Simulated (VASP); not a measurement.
# Rb2NbF6 (Fm-3m) in VASP: further runs

Rb2NbF6 is run at these levels: LDA; tasks: single point, relaxation of cell and atoms.

Program: VASP 6.6.1. These are calculated values, not measurements. Logs are shortened: lines on timing, memory, paths and dates and some standing lists are left out, and cuts for length are marked.

### 1 The cell of the first run

The structure is cubic, space group Fm-3m (No. 225). Conventional cell: a = 8.381 Å, b = 8.381 Å, c = 8.381 Å, α = 90.00°, β = 90.00°, γ = 90.00°. Within 3.9 Å of Rb (site symmetry -43m) lie 12 F at 2.97 Å and 4 Nb at 3.63 Å. Within 2.6 Å of Nb (site symmetry m-3m) lie 6 F at 1.96 Å. Within 2.6 Å of F (site symmetry 4mm) lie 1 Nb at 1.96 Å.

### 2 Single point, LDA

The input, INCAR:

```
  ALGO = Normal
  EDIFF = 1E-6
  ENCUT = 520
  GGA = CA
  ISIF = 2
  ISMEAR = 1
  LASPH = True
  LCHARG = False
  LREAL = False
  LWAVE = False
  NBANDS = 46
  NELM = 80
  PREC = Accurate
  SIGMA = 0.1
```

The input, KPOINTS:

```
k-points
0
Gamma
  5 5 5
```

The input, POSCAR:

```
Rb2NbF6
1.0
    5.9261404541      0.0000000000      0.0000000000
    2.9630702271      5.1321881797      0.0000000000
    2.9630702271      1.7107293932      4.8386734189
Rb Nb F
2 1 6
Direct
    0.2500000000      0.2500000000      0.2500000000
    0.7500000000      0.7500000000      0.7500000000
    0.0000000000      0.0000000000      0.0000000000
    0.2336752718      0.2336752718      0.7663247282
    0.2336752718      0.7663247282      0.7663247282
    0.7663247282      0.7663247282      0.2336752718
    0.2336752718      0.7663247282      0.2336752718
    0.7663247282      0.2336752718      0.7663247282
    0.7663247282      0.2336752718      0.2336752718
```

Potentials or basis: VASP PAW LDA potentials, release 64 (Rb_sv, Nb_sv, F).

Run with:

```console
$ cat potpaw_LDA.64/Rb_sv/POTCAR potpaw_LDA.64/Nb_sv/POTCAR potpaw_LDA.64/F/POTCAR > POTCAR
$ mpirun -np 1 vasp_std > vasp.out
```

OUTCAR:

```text
EDIFF = 1E-6
   ENCUT = 520
   GGA = CA
   ISIF = 2
   ISMEAR = 1
   LASPH = True
   LREAL = False
   NELM = 80
   PREC = Accurate

 ion  position               nearest neighbor table
   1  0.250  0.250  0.250-   8 2.97   9 2.97   8 2.97   9 2.97   6 2.97   6 2.97   4 2.97   4 2.97
                             5 2.97   5 2.97   7 2.97   7 2.97   3 3.63   3 3.63   3 3.63   3 3.63
   2  0.750  0.750  0.750-   7 2.97   5 2.97   7 2.97   5 2.97   4 2.97   4 2.97   6 2.97   6 2.97
                             9 2.97   9 2.97   8 2.97   8 2.97   3 3.63   3 3.63   3 3.63   3 3.63
   3  0.000  0.000  0.000-   7 1.96   8 1.96   4 1.96   6 1.96   5 1.96   9 1.96   2 3.63   1 3.63
                             1 3.63   2 3.63   1 3.63   2 3.63   1 3.63   2 3.63
   4  0.234  0.234  0.766-   3 1.96   2 2.97   2 2.97   1 2.97   1 2.97
   5  0.234  0.766  0.766-   3 1.96   2 2.97   2 2.97   1 2.97   1 2.97
   6  0.766  0.766  0.234-   3 1.96   1 2.97   1 2.97   2 2.97   2 2.97
   7  0.234  0.766  0.234-   3 1.96   2 2.97   2 2.97   1 2.97   1 2.97
   8  0.766  0.234  0.766-   3 1.96   1 2.97   1 2.97   2 2.97   2 2.97
   9  0.766  0.234  0.234-   3 1.96   1 2.97   1 2.97   2 2.97   2 2.97

  LATTYP: Found a face centered cubic cell.
 ALAT       =     8.3808282028

  Lattice vectors:

 A1 = (   5.9261404541,   0.0000000000,   0.0000000000)
 A2 = (   2.9630702271,   5.1321881797,   0.0000000000)
 A3 = (   2.9630702271,   1.7107293932,   4.8386734189)

Analysis of symmetry for initial positions (statically):
=====================================================================
 Subroutine PRICEL returns:
 Original cell was already a primitive cell.

 Routine SETGRP: Setting up the symmetry group for a
 face centered cubic supercell.

 Subroutine GETGRP returns: Found 48 space group operations
 (whereof 48 operations were pure point group operations)
 out of a pool of 48 trial point group operations.

The static configuration has the point symmetry O_h .

Analysis of symmetry for dynamics (positions and initial velocities):
=====================================================================
 Subroutine PRICEL returns:
 Original cell was already a primitive cell.

 Routine SETGRP: Setting up the symmetry group for a
 face centered cubic supercell.

 Subroutine GETGRP returns: Found 48 space group operations
 (whereof 48 operations were pure point group operations)
 out of a pool of 48 trial point group operations.

The dynamic configuration has the point symmetry O_h .

 Subroutine INISYM returns: Found 48 space group operations
 (whereof 48 operations are pure point group operations),
 and found     1 'primitive' translations

----------------------------------------------------------------------------------------

                                     Primitive cell

  volume of cell :     147.1637

  direct lattice vectors                    reciprocal lattice vectors
     5.926140454  0.000000000  0.000000000     0.168743891 -0.097424331 -0.068889405
     2.963070227  5.132188180  0.000000000     0.000000000  0.194848662 -0.068889405
     2.963070227  1.710729393  4.838673419     0.000000000  0.000000000  0.206668215

  length of vectors
     5.926140454  5.926140454  5.926140454     0.206668215  0.206668215  0.206668215

  position of ions in fractional coordinates (direct lattice)
     0.250000000  0.250000000  0.250000000
     0.750000000  0.750000000  0.750000000
     0.000000000  0.000000000  0.000000000
     0.233675272  0.233675272  0.766324728
     0.233675272  0.766324728  0.766324728
     0.766324728  0.766324728  0.233675272
     0.233675272  0.766324728  0.233675272
     0.766324728  0.233675272  0.766324728
     0.766324728  0.233675272  0.233675272

  ion indices of the primitive-cell ions
   primitive index   ion index
                 1           1
                 2           2
                 3           3
                 4           4
                 5           5
                 6           6
                 7           7
                 8           8
                 9           9

----------------------------------------------------------------------------------------

 KPOINTS: k-points

Automatic generation of k-mesh.
 Grid dimensions read from file:
 generate k-points for:    5    5    5

 Generating k-lattice:

  Cartesian coordinates                     Fractional coordinates (reciprocal lattice)
     0.033748778 -0.019484866 -0.013777881     0.200000000 -0.000000000 -0.000000000
     0.000000000  0.038969732 -0.013777881     0.000000000  0.200000000  0.000000000
     0.000000000  0.000000000  0.041333643     0.000000000  0.000000000  0.200000000

  Length of vectors
     0.041333643  0.041333643  0.041333643

  Shift w.r.t. Gamma in fractional coordinates (k-lattice)
     0.000000000  0.000000000  0.000000000

 Subroutine IBZKPT returns following result:
 ===========================================

 Found     10 irreducible k-points:

 Following reciprocal coordinates:
            Coordinates               Weight
  0.000000  0.000000  0.000000      1.000000
  0.200000  0.000000 -0.000000      8.000000
  0.400000  0.000000  0.000000      8.000000
  0.200000  0.200000  0.000000      6.000000
  0.400000  0.200000  0.000000     24.000000
 -0.400000  0.200000 -0.000000     24.000000
 -0.200000  0.200000  0.000000     12.000000
  0.400000  0.400000  0.000000      6.000000
 -0.400000  0.400000 -0.000000     12.000000
 -0.400000  0.400000  0.200000     24.000000
   k-points           NKPTS =     10   k-points in BZ     NKDIM =     10   number of bands    NBANDS=     46
   number of dos      NEDOS =    301   number of ions     NIONS =      9
   total plane-waves  NPLWV = 110592
   dimension x,y,z NGX =    48 NGY =   48 NGZ =   48
   dimension x,y,z NGXF=    96 NGYF=   96 NGZF=   96
   ions per type =               2   1   6
   NGX,Y,Z   is equivalent  to a cutoff of  13.47, 13.47, 13.47 a.u.
   NGXF,Y,Z  is equivalent  to a cutoff of  26.93, 26.93, 26.93 a.u.
 SYSTEM =  unknown system
   PREC   = accura    normal or accurate (medium, high low for compatibility)
   ISTART =      0    job   : 0-new  1-cont  2-samecut
   ICHARG =      2    charge: 1-file 2-atom 10-const
   ISPIN  =      1    spin polarized calculation?
   LNONCOLLINEAR =      F non collinear calculations
   LSORBIT =      F    spin-orbit coupling
   LASPH  =      T    aspherical Exc in radial PAW
   ENCUT  =  520.0 eV  38.22 Ry    6.18 a.u.  11.02 11.02 11.02*2*pi/ulx,y,z
   NELM   =     80;   NELMIN=  2; NELMDL= -5     # of ELM steps
   EDIFF  = 0.1E-05   stopping-criterion for ELM
   LREAL  =      F    real-space projection
[... 7 lines left out ...]
   TEBEG  =    0.0;   TEEND  =   0.0 temperature during run
   PSTRESS=    0.0 pullay stress
   NELECT =      73.0000    total number of electrons
   NUPDOWN=      -1.0000    fix difference up-down
   EMIN   =  10.00;   EMAX   =-10.00  energy-range for DOS
   EFERMI =   0.00;   METHOD = LEGACY
   ISMEAR =     1;   SIGMA  =   0.10  broadening in eV -4-tet -1-fermi 0-gaus
   EFERMI_NEDOS =   21; number of points for ismear=-14 and -15
   IALGO  =     38    algorithm
   IMIX   =      4    mixing-type and parameters
     AMIX     =   0.40;   BMIX     =  1.00
     AMIX_MAG =   1.60;   BMIX_MAG =  1.00
  volume/ion in A,a.u.               =      16.35       110.35
  Fermi-wavevector in a.u.,A,eV,Ry     =   1.295932  2.448956 22.850161  1.679439
  Thomas-Fermi vector in A             =   2.427420
   LORBIT       =      0    0 simple, 1 ext, 2 COOP (PROOUT), +10 PAW based schemes
   GGA     = CA    functional components
   LHFCALC =     F    Hartree Fock is set to
   AEXX    =    0.0000 exact exchange contribution
   IVDW    =     0    specifies the selected vdW correction
   LEPSILON=     F    determine dielectric tensor
   LRPA    =     F    only Hartree local field effects (RPA)
 non-spin polarized calculation
 Methfessel and Paxton  Order N= 1 SIGMA  =   0.10
  energy-cutoff  :      520.00
  volume of cell :      147.16
 maximum number of plane-waves:      3988
 NGX is ok and might be reduce to    48
   NGX = 21   NGY = 21   NGZ = 21

 number of electron      72.9999971 magnetization

 Free energy of the ion-electron system (eV)
  ---------------------------------------------------
  ext. energy  EPLUGINS =         0.00000000
  ---------------------------------------------------
  free energy    TOTEN  =       -53.87270329 eV

  energy without entropy =      -53.85354569  energy(sigma->0) =      -53.86631742

 E-fermi :   3.5766     XC(G=0):  -9.8020

 val. band max:        3.5648965946   @ k =   0.2000   0.0000  -0.0000
 cond. band min:       3.5799262958   @ k =   0.4000   0.2000   0.0000
 fundamental gap:      0.0150297012
 Fermi energy:         3.5766405055

 k-point     1 :       0.0000    0.0000    0.0000
  band No.  band energies     occupation
      1     -54.0070      2.00000
      2     -30.6223      2.00000
      3     -30.6223      2.00000
      4     -30.6223      2.00000
      5     -24.3234      2.00000
      6     -24.1970      2.00000
[... 38 lines left out ...]
     45       8.0900      0.00000
     46       8.2051      0.00000

 k-point     2 :       0.2000    0.0000   -0.0000
  band No.  band energies     occupation
      1     -54.0070      2.00000
      2     -30.6230      2.00000
      3     -30.6223      2.00000
      4     -30.6223      2.00000
      5     -24.3032      2.00000
      6     -24.2031      2.00000
[... 38 lines left out ...]
     45       8.2063      0.00000
     46       8.5744      0.00000

 k-point     3 :       0.4000    0.0000    0.0000
  band No.  band energies     occupation
      1     -54.0070      2.00000
      2     -30.6241      2.00000
      3     -30.6223      2.00000
      4     -30.6223      2.00000
      5     -24.2604      2.00000
      6     -24.2226      2.00000
[... 332 lines left out ...]
     45       8.4534      0.00000
     46       9.4955      0.00000

 k-point    10 :      -0.4000    0.4000    0.2000
  band No.  band energies     occupation
      1     -54.0070      2.00000
      2     -30.6236      2.00000
      3     -30.6231      2.00000
      4     -30.6226      2.00000
      5     -24.2426      2.00000
      6     -24.2252      2.00000
[... 38 lines left out ...]
     45       8.5972      0.00000
     46       9.2553      0.00000

------------------------ aborting loop because EDIFF is reached ----------------------------------------

  FORCE on cell =-STRESS in cart. coord.  units (eV):
  Direction    XX          YY          ZZ          XY          YZ          ZX
  --------------------------------------------------------------------------------------
  -------------------------------------------------------------------------------------
  Total        0.0896154      0.0896154      0.0896154      0.0000000     -0.0000000      0.0000000
  in kB        0.9756464      0.9756464      0.9756464      0.0000000     -0.0000000      0.0000000
  external PRESSURE =       0.9756464 kB  Pullay stress =       0.0000000 kB

 VOLUME and BASIS-vectors are now :
 -----------------------------------------------------------------------------
  energy-cutoff  :      520.00
  volume of cell :      147.16
      direct lattice vectors                 reciprocal lattice vectors
     5.926140454  0.000000000  0.000000000     0.168743891 -0.097424331 -0.068889405
     2.963070227  5.132188180  0.000000000     0.000000000  0.194848662 -0.068889405
     2.963070227  1.710729393  4.838673419     0.000000000  0.000000000  0.206668215

 POSITION                                       TOTAL-FORCE (eV/Angst)
 -----------------------------------------------------------------------------------
      2.96307      1.71073      1.20967         0.000000     -0.000000      0.000000
      8.88921      5.13219      3.62901         0.000000     -0.000000      0.000000
      0.00000      0.00000      0.00000         0.000000     -0.000000      0.000000
      4.34786      2.51024      3.70800         0.042308      0.024427     -0.034544
      5.92614      5.24390      3.70800        -0.000000     -0.048853     -0.034544
      7.50442      4.33268      1.13068        -0.042308     -0.024427      0.034544
      4.34786      4.33268      1.13068         0.042308     -0.024427      0.034544
      7.50442      2.51024      3.70800        -0.042308      0.024427     -0.034544
      5.92614      1.59902      1.13068         0.000000      0.048853      0.034544
 -----------------------------------------------------------------------------------
    total drift:                                0.000000      0.000000      0.000000

  FREE ENERGIE OF THE ION-ELECTRON SYSTEM (eV)
  ---------------------------------------------------
  free  energy   TOTEN  =       -53.8727032906 eV

  energy  without entropy=      -53.8535456934  energy(sigma->0) =      -53.86631742
```

Wall time 49 s (1 thread of AMD EPYC 9R45 (Zen 5), shared host); peak memory 0.25 GiB.

Results:

```
Free energy            : -53.8727 eV
Pressure               : 0.1 GPa
Largest force          : 0.060 eV/Å
Band gap on the k mesh : zero (an odd number of electrons rules out a gap without spin polarisation)
```

Forces in eV/Å, atoms in the order of the input:
```
Rb   0.000  0.000  0.000
Rb   0.000  0.000  0.000
Nb   0.000  0.000  0.000
F    0.042  0.024 -0.035
F    0.000 -0.049 -0.035
F   -0.042 -0.024  0.035
F    0.042 -0.024  0.035
F   -0.042  0.024 -0.035
F    0.000  0.049  0.035
```

Caveat: an odd number of electrons without spin polarisation forces a metal; a magnetic or distorted state may lie lower.

### 3 Relaxation of cell and atoms, LDA

This run uses another cell than the first one, of 17.32 Å³/atom.

The input, INCAR:

```
PREC     = Accurate       # precision mode
ENCUT    = 600            # plane-wave cutoff, eV
EDIFF    = 1E-6           # SCF threshold, eV
ISMEAR   = 1              # smearing method
SIGMA    = 0.1            # smearing width, eV
LREAL    = F              # projectors in reciprocal space
LASPH    = T              # aspherical terms in the spheres
NELM     = 80             # most SCF steps
ALGO     = Normal         # electronic algorithm
ISIF     = 3              # what is computed and relaxed
LWAVE    = F              # write WAVECAR
LCHARG   = F              # write CHGCAR
IBRION   = 2              # ionic algorithm
NSW      = 80             # ionic steps
EDIFFG   = -0.02          # ionic threshold
```

The input, KPOINTS:

```
Automatic mesh
0
Gamma
  5 5 5
```

The input, POSCAR:

```
Rb2NbF6
1.0
    6.0408830000      0.0000000000      0.0000000000
    3.0204415000      5.2315581393      0.0000000000
    3.0204415000      1.7438527131      4.9323603153
Rb Nb F
2 1 6
Direct
    0.2500000000      0.2500000000      0.2500000000
    0.7500000000      0.7500000000      0.7500000000
    0.0000000000      0.0000000000      0.0000000000
    0.2482230000      0.2482230000      0.7517770000
    0.2482230000      0.7517770000      0.7517770000
    0.7517770000      0.7517770000      0.2482230000
    0.2482230000      0.7517770000      0.2482230000
    0.7517770000      0.2482230000      0.7517770000
    0.7517770000      0.2482230000      0.2482230000
```

Potentials or basis: VASP PAW LDA potentials, release 64 (Rb_sv, Nb_sv, F).

Run with:

```console
$ cat potpaw_LDA.64/Rb_sv/POTCAR potpaw_LDA.64/Nb_sv/POTCAR potpaw_LDA.64/F/POTCAR > POTCAR
$ mpirun -np 1 vasp_std > vasp.out
```

Run time: 6.4 min. Hardware: 1 thread of AMD EPYC 9R45 (Zen 5), shared host; peak memory 0.28 GiB.

Results (log left out):

- Free energy: -53.9071 eV
- Relaxed volume: 16.13 Å³/atom
- Relaxed cell: a = 5.899 Å, b = 5.899 Å, c = 5.899 Å, α = 60.00°, β = 60.00°, γ = 60.00°
- Space group after relaxing (to 0.1 Å): Fm-3m (No. 225)
- Energy gained by relaxing: 167.3 meV/atom
- Ionic steps: 12
- Pressure after relaxing: 0.0 GPa
- Largest force after relaxing: 0.007 eV/Å
- Band gap on the k mesh: zero (an odd number of electrons rules out a gap without spin polarisation)

Forces in eV/Å, atoms in the order of the input:
```
Rb   0.000  0.000  0.000
Rb   0.000  0.000  0.000
Nb   0.000  0.000  0.000
F   -0.005 -0.003  0.004
F    0.000  0.006  0.004
F    0.005  0.003 -0.004
F   -0.005  0.003 -0.004
F    0.005 -0.003  0.004
F    0.000 -0.006 -0.004
```

Step by step:
```tsv
step	energy change (eV)	largest force (eV/Å)	pressure (GPa)	volume (Å³)
1	0.0000	2.7179	-12.18	155.88
2	-0.5388	2.9770	17.50	128.02
3	-1.4713	0.2647	0.26	138.81
4	-1.4726	0.1844	0.65	138.45
5	-1.4722	0.1079	1.05	138.12
6	-1.4842	0.0536	0.99	139.41
7	-1.5019	0.1155	0.84	143.33
8	-1.4936	0.3088	-1.41	146.44
9	-1.5052	0.0350	0.02	144.39
10	-1.5052	0.0319	0.05	144.37
11	-1.5055	0.0226	0.04	144.67
12	-1.5059	0.0073	0.02	145.18
```

Final structure:
```
CELL_PARAMETERS angstrom
5.89937 0.00000 0.00000
2.94969 5.10901 0.00000
2.94969 1.70300 4.81682
ATOMIC_POSITIONS crystal
Rb 0.25000 0.25000 0.25000
Rb 0.75000 0.75000 0.75000
Nb 0.00000 0.00000 0.00000
F 0.23496 0.23496 0.76504
F 0.23496 0.76504 0.76504
F 0.76504 0.76504 0.23496
F 0.23496 0.76504 0.23496
F 0.76504 0.23496 0.76504
F 0.76504 0.23496 0.23496
```

Levels at points of the mesh, in eV from the Fermi level:
```csv
k point,band 33,band 34,band 35,band 36,band 37,band 38,band 39,band 40
"(0.00, 0.00, 0.00)",-6.38,-6.19,-6.19,-6.19,-0.05,-0.05,-0.05,1.58
```

Caveat: an odd number of electrons without spin polarisation forces a metal; a magnetic or distorted state may lie lower.
